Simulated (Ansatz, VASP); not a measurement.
## CoSi: VASP beside Ansatz

```
Co Si
1.0
     4.43800    0.00000    0.00000
     0.00000    4.43800    0.00000
     0.00000    0.00000    4.43800
Co Si
4 4
Direct
  0.14417 0.14417 0.14417
  0.35583 0.85583 0.64417
  0.64417 0.35583 0.85583
  0.85583 0.64417 0.35583
  0.84313 0.84313 0.84313
  0.65687 0.15687 0.34313
  0.34313 0.65687 0.15687
  0.15687 0.34313 0.65687
```

Alike in both runs: functional r2SCAN; k mesh 8 × 8 × 8; occupations gaussian, width 0.05 eV; no spin polarisation.

Ansatz relaxed the structure, and its values are those at the end. VASP's run is a single point on that final structure, the one shown.

|  | VASP | Ansatz |
| --- | --- | --- |
| version | VASP 6.6.1 | Ansatz 0.2.0 |
| potentials or method | VASP PAW PBE potentials, release 64 (Co, Si), cutoff 520 eV | scalar-relativistic, plane waves, PAW |
| valence electrons in the cell | 52 | 84 |

```csv
,VASP,Ansatz,Ansatz less VASP
gap on the k mesh at the Fermi level (eV),none,none,-
pressure (GPa),-8.4,-8.4,-0.03
rms of the force components (eV/Å),0.004,0.003,-0.0001
```

VASP's potentials were made for PBE, not for r2SCAN. A gap of «none» marks a metal or a gap that the smearing closes. VASP's potentials hold 52 valence electrons a cell and Ansatz's 84, so a difference there can come from the potentials and not from the codes. Ansatz's warnings: stress scf threshold loose.
